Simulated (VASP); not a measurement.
Wanted: the native input for a VASP 6.6.1 run.

```yaml
Task: single point
Functional: LDA
Potentials_or_basis: VASP PAW LDA potentials, release 64 (Al, N)
Cutoff: 520 eV
k_mesh: 9 × 9 × 7
Occupations: fermi-dirac, width 0.05 eV
Spin: no spin polarisation
Dipole_correction: no
Further_INCAR_settings: ALGO = Normal; EDIFF = 1e-07; NBANDS = 16
```

The structure of AlN lies in POSCAR:

```
AlN
1.0
    3.3121157418      0.0000000000      0.0000000000
   -1.6560578709      2.8683763727      0.0000000000
    0.0000000000      0.0000000000      4.1875630000
Al N
2 2
Direct
    0.6666666667      0.3333333333      0.2500000000
    0.3333333333      0.6666666667      0.7500000000
    0.6666666667      0.3333333333      0.7500000000
    0.3333333333      0.6666666667      0.2500000000
```

These files were run (other wordings do the same):

INCAR

```
SYSTEM = AlN
  PREC = Accurate
  ENCUT = 520
  EDIFF = 1E-7
  ISMEAR = -1
  SIGMA = 0.05
  LREAL = .False.
  LASPH = .True.
  NELM = 60
  ALGO = Normal
  ISIF = 2
  LWAVE = .False.
  LCHARG = .False.
  GGA = CA
  NBANDS = 16
```

KPOINTS

```
regular mesh
0
Gamma
  9 9 7
  0 0 0
```

Potentials or basis: VASP PAW LDA potentials, release 64 (Al, N).

Command:

```console
$ cat potpaw_LDA.64/Al/POTCAR potpaw_LDA.64/N/POTCAR > POTCAR
$ mpirun -np 1 vasp_std > vasp.out
```

It gave:

```yaml
Pressure: -8.2 GPa
Band_gap_on_the_k_mesh: 3.29 eV, direct
```

Wall time 30 s on 1 thread of AMD EPYC 7R43 64-Core Processor (Zen 3), with other jobs on the host, peak memory 0.12 GiB.
